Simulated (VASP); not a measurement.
# NaI (F-43m) in VASP: a series of runs, part 2 of 2

VASP 6.6.1. Earlier steps stand in the parts before.

### Step 3. Single point, r2SCAN (volume changed by +3%)

The input, POSCAR:

```
NaI
1.0
    0.0000000000      3.5782750668      3.5782750668
    3.5782750668      0.0000000000      3.5782750668
    3.5782750668      3.5782750668      0.0000000000
Na I
1 1
Direct
    0.0000000000      0.0000000000      0.0000000000
    0.2500000000      0.2500000000      0.2500000000
```

The input, INCAR.step1:

```
SYSTEM = NaI
PREC     = Accurate       ! precision mode
ENCUT    = 520            ! plane-wave cutoff, eV
ISMEAR   = 0              ! smearing method
SIGMA    = 0.01           ! smearing width, eV
LREAL    = .False.        ! projectors in reciprocal space
LASPH    = .True.         ! aspherical terms in the spheres
NELM     = 60             ! most SCF steps
NBANDS   = 14             ! bands
GGA      = PE             ! functional
ALGO     = Normal         ! electronic algorithm
EDIFF    = 1E-4           ! SCF threshold, eV
LWAVE    = .True.         ! write WAVECAR
LCHARG   = .False.        ! write CHGCAR
```

The input, INCAR.step2:

```
SYSTEM = NaI
PREC     = Accurate       ! precision mode
ENCUT    = 520            ! plane-wave cutoff, eV
EDIFF    = 1E-7           ! SCF threshold, eV
ISMEAR   = 0              ! smearing method
SIGMA    = 0.01           ! smearing width, eV
LREAL    = .False.        ! projectors in reciprocal space
LASPH    = .True.         ! aspherical terms in the spheres
NELM     = 60             ! most SCF steps
ALGO     = Normal         ! electronic algorithm
ISIF     = 2              ! what is computed and relaxed
LWAVE    = .False.        ! write WAVECAR
LCHARG   = .True.         ! write CHGCAR
METAGGA  = R2SCAN         ! meta-GGA
LMIXTAU  = .True.       
LELF     = .True.         ! ELF
LVHAR    = .True.       
NBANDS   = 14             ! bands
ISTART   = 1
```

The input, KPOINTS:

```
regular mesh
0
Gamma
  6 6 6
  0 0 0
```

Potentials or basis: VASP PAW PBE potentials, release 64 (Na_pv, I).

Command:

```sh
> cat potpaw_PBE.64/Na_pv/POTCAR potpaw_PBE.64/I/POTCAR > POTCAR
> cp INCAR.step1 INCAR
> mpirun -np 1 vasp_std > vasp.out
> cp INCAR.step2 INCAR
> mpirun -np 1 vasp_std > vasp.out
```

OUTCAR:

```text
SYSTEM = NaI
   PREC = Accurate
   ENCUT = 520
   EDIFF = 1E-7
   ISMEAR = 0
   LREAL = .False.
   LASPH = .True.
   NELM = 60
   ISIF = 2
   METAGGA = R2SCAN
   ISTART = 1

 ion  position               nearest neighbor table
   1  0.000  0.000  0.000-   2 3.10   2 3.10   2 3.10   2 3.10
   2  0.250  0.250  0.250-   1 3.10   1 3.10   1 3.10   1 3.10

  LATTYP: Found a face centered cubic cell.
 ALAT       =     7.1565501336

  Lattice vectors:

[... 447 lines left out ...]
     14      10.7680      0.00000

------------------------ aborting loop because EDIFF is reached ----------------------------------------

  FORCE on cell =-STRESS in cart. coord.  units (eV):
  Direction    XX          YY          ZZ          XY          YZ          ZX
  --------------------------------------------------------------------------------------
  -------------------------------------------------------------------------------------
  Total       -0.2064792     -0.2064792     -0.2064792      0.0000000      0.0000000      0.0000000
  in kB       -3.6102367     -3.6102367     -3.6102367      0.0000000      0.0000000      0.0000000
  external PRESSURE =      -3.6102367 kB  Pullay stress =       0.0000000 kB

 VOLUME and BASIS-vectors are now :
 -----------------------------------------------------------------------------
  energy-cutoff  :      520.00
  volume of cell :       91.63
      direct lattice vectors                 reciprocal lattice vectors
     0.000000000  3.578275067  3.578275067    -0.139732131  0.139732131  0.139732131
     3.578275067  0.000000000  3.578275067     0.139732131 -0.139732131  0.139732131
     3.578275067  3.578275067  0.000000000     0.139732131  0.139732131 -0.139732131

 POSITION                                       TOTAL-FORCE (eV/Angst)
 -----------------------------------------------------------------------------------
      0.00000      0.00000      0.00000         0.000000     -0.000000      0.000000
      1.78914      1.78914      1.78914        -0.000000      0.000000     -0.000000
 -----------------------------------------------------------------------------------
    total drift:                               -0.000009     -0.000009     -0.000009

  FREE ENERGIE OF THE ION-ELECTRON SYSTEM (eV)
  ---------------------------------------------------
  free  energy   TOTEN  =       -30.9138251441 eV

  energy  without entropy=      -30.9138251441  energy(sigma->0) =      -30.91382514
```

OSZICAR.step1:

```text
N       E                     dE             d eps       ncg     rms          rms(c)
DAV:   1     0.797651625645E+02    0.79765E+02   -0.62965E+03   448   0.819E+02
DAV:   2     0.211823812159E+01   -0.77647E+02   -0.72712E+02   474   0.202E+02
DAV:   3    -0.519036554355E+01   -0.73086E+01   -0.72647E+01   592   0.612E+01
DAV:   4    -0.539222507367E+01   -0.20186E+00   -0.20181E+00   540   0.108E+01
DAV:   5    -0.539714931617E+01   -0.49242E-02   -0.49241E-02   600   0.167E+00    0.165E+00
DAV:   6    -0.529243618931E+01    0.10471E+00   -0.13727E-01   484   0.174E+00    0.111E+00
DAV:   7    -0.528367349381E+01    0.87627E-02   -0.10840E-01   550   0.140E+00    0.703E-01
DAV:   8    -0.529353259636E+01   -0.98591E-02   -0.10964E-02   478   0.681E-01    0.219E-01
DAV:   9    -0.529335818087E+01    0.17442E-03   -0.24325E-04   556   0.137E-01    0.753E-02
DAV:  10    -0.529374708203E+01   -0.38890E-03   -0.48040E-04   496   0.134E-01    0.229E-02
DAV:  11    -0.529376480775E+01   -0.17726E-04   -0.46524E-05   572   0.548E-02
   1 F= -.52937648E+01 E0= -.52937648E+01  d E =-.752922-105
```

Wall time 97 s (1 thread of AMD EPYC 7R13 (Zen 3), shared host); peak memory 0.23 GiB.

What came out:

```yaml
Free_energy: -30.9138 eV
Pressure: -0.4 GPa
Band_gap_on_the_k_mesh: 4.37 eV, direct
```

Levels at points of the mesh, in eV from the valence-band top:
| k point | band 5 | band 6 | band 7 | band 8 | band 9 | band 10 |
| --- | --- | --- | --- | --- | --- | --- |
| (0.00, 0.00, 0.00) | 0.00 | 0.00 | 0.00 | 4.37 | 8.52 | 8.52 |
| (0.50, 0.00, 0.00) | -1.16 | -0.13 | -0.13 | 6.04 | 8.08 | 8.21 |
| (0.50, 0.50, 0.00) | -1.06 | -0.38 | -0.38 | 5.59 | 6.83 | 9.66 |

Caveat: the PAW data sets were made with another functional, which shifts forces and pressure a little; spin-orbit coupling is left out, which moves the levels of the heavy elements.

### Step 4. Single point, r2SCAN (volume changed by +6%)

The input, POSCAR:

```
NaI
1.0
    0.0000000000      3.6126836686      3.6126836686
    3.6126836686      0.0000000000      3.6126836686
    3.6126836686      3.6126836686      0.0000000000
Na I
1 1
Direct
    0.0000000000      0.0000000000      0.0000000000
    0.2500000000      0.2500000000      0.2500000000
```

The input, INCAR.step1:

```
SYSTEM = NaI
PREC = Accurate ; ENCUT = 520
ISMEAR = 0 ; SIGMA = 0.01
LREAL = .FALSE. ; LASPH = .TRUE.
NELM = 60 ; NBANDS = 14
GGA = PE ; ALGO = Normal
EDIFF = 1E-4 ; LWAVE = .TRUE.
LCHARG = .FALSE.
```

The input, INCAR.step2:

```
SYSTEM = NaI
PREC = Accurate ; ENCUT = 520
EDIFF = 1E-6 ; ISMEAR = 0
SIGMA = 0.01 ; LREAL = .FALSE.
LASPH = .TRUE. ; NELM = 60
ALGO = Normal ; ISIF = 2
LWAVE = .FALSE. ; LCHARG = .FALSE.
METAGGA = R2SCAN ; LMIXTAU = .TRUE.
NBANDS = 14 ; ISTART = 1
```

The input, KPOINTS:

```
Automatic mesh
0
G
  6 6 6
  0 0 0
```

Command:

```sh
> cat potpaw_PBE.64/Na_pv/POTCAR potpaw_PBE.64/I/POTCAR > POTCAR
> cp INCAR.step1 INCAR
> mpirun -np 1 vasp_std > vasp.out
> cp INCAR.step2 INCAR
> mpirun -np 1 vasp_std > vasp.out
```

Wall time 1.7 min (1 thread of AMD EPYC 7R13 (Zen 3), shared host); peak memory 0.23 GiB.

It converged, with:

| Quantity | Value |
| --- | --- |
| Free energy | -30.9057 eV |
| Pressure | -0.6 GPa |
| Band gap on the k mesh | 4.33 eV, direct |

Levels at points of the mesh, in eV from the valence-band top:
| k point | band 4 | band 5 | band 6 | band 7 | band 8 | band 9 | band 10 | band 11 |
| --- | --- | --- | --- | --- | --- | --- | --- | --- |
| (0.00, 0.00, 0.00) | -10.66 | 0.00 | 0.00 | 0.00 | 4.33 | 8.47 | 8.47 | 8.47 |
| (0.50, 0.00, 0.00) | -10.55 | -1.10 | -0.12 | -0.12 | 5.99 | 7.98 | 8.18 | 8.18 |
| (0.50, 0.50, 0.00) | -10.51 | -1.01 | -0.36 | -0.36 | 5.60 | 6.81 | 9.48 | 10.95 |

Caveat: the PAW data sets were made with another functional, which shifts forces and pressure a little; spin-orbit coupling is left out, which moves the levels of the heavy elements.

### Step 5. Summary

```tsv
cell	gap on the mesh (eV)	pressure (GPa)
a = 5.011 Å, angles 60.0°, 2 atoms	4.42	-0.1
a = 5.060 Å, angles 60.0°, 2 atoms	4.37	-0.4
a = 5.109 Å, angles 60.0°, 2 atoms	4.33	-0.6
```

Alike in all rows: task single point; level r2SCAN; potentials or basis VASP PAW PBE potentials, release 64 (Na_pv, I); no spin polarisation; k mesh 6 × 6 × 6; cutoff (eV) 520; smearing gaussian 0.01 eV.

Caveats: the PAW data sets were made with another functional, which shifts forces and pressure a little; spin-orbit coupling is left out, which moves the levels of the heavy elements.

Total energies depend on the potentials used, so only differences within one code and one set of settings carry meaning.
